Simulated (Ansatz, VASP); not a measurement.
AlN: VASP beside Ansatz

```
Al N
1.0
     3.13021    0.00000    0.00000
    -1.56510    2.71084    0.00000
     0.45162    0.00000    5.01804
Al N
2 2
Direct
  0.66185 0.33352 0.50001
  0.32833 0.66648 0.00001
  0.67043 0.33103 0.87999
  0.33939 0.66897 0.37999
```

Change from the starting cell: shear of c along a, cell held, atoms relaxed: +9.0 %.

Alike in both runs: functional PBE; k mesh 12 × 12 × 6; occupations gaussian, width 0.02 eV; no spin polarisation.

Ansatz relaxed the structure, and its values are those at the end. VASP's run is a single point on that final structure, the one shown.

```csv
,VASP,Ansatz
version,VASP 6.6.1,Ansatz 0.2.0
potentials or method,"VASP PAW PBE potentials, release 64 (Al, N), cutoff 520 eV","scalar-relativistic, plane waves, PAW"
valence electrons in the cell,16,16
```

Ansatz gave:

* gap on the k mesh at the Fermi level (eV): 3.75
* least direct gap on the mesh (eV): 3.75
* pressure (GPa): -0.2

Question: Estimate VASP's values.

Answer: gap on the k mesh at the Fermi level (eV): 3.76; least direct gap on the mesh (eV): 3.76; pressure (GPa): -0.5.

Ansatz's warnings: stress scf threshold loose.
